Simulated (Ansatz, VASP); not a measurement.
**One calculation of Ti, two programs**

```
CELL_PARAMETERS angstrom
5.18935 0.00000 0.00000
0.00000 5.18935 0.00000
0.00000 0.00000 5.18935
ATOMIC_POSITIONS crystal
Ti 0.00000 0.00000 0.00000
Ti 0.50000 0.50000 0.50000
Ti 0.25000 0.00000 0.50000
Ti 0.75000 0.00000 0.50000
Ti 0.50000 0.25000 0.00000
Ti 0.50000 0.75000 0.00000
Ti 0.00000 0.50000 0.25000
Ti 0.00000 0.50000 0.75000
```

Alike in both runs: functional r2SCAN; k mesh 5 × 5 × 5; occupations fermi-dirac, width 0.1 eV; no spin polarisation.

Ansatz relaxed the structure, and its values are those at the end. VASP's run is a single point on that final structure, the one shown.

```csv
,VASP,Ansatz
version,VASP 6.6.1,Ansatz 0.2.0
potentials or method,"VASP PAW PBE potentials, release 64 (Ti_sv), cutoff 520 eV","plane waves (500 eV) with PAW, scalar-relativistic"
valence electrons in the cell,96,96
```

|  | VASP | Ansatz | Ansatz less VASP |
| --- | --- | --- | --- |
| pressure (GPa) | 0.4 | 0.0 | -0.43 |

VASP's potentials were made for PBE, not for r2SCAN.
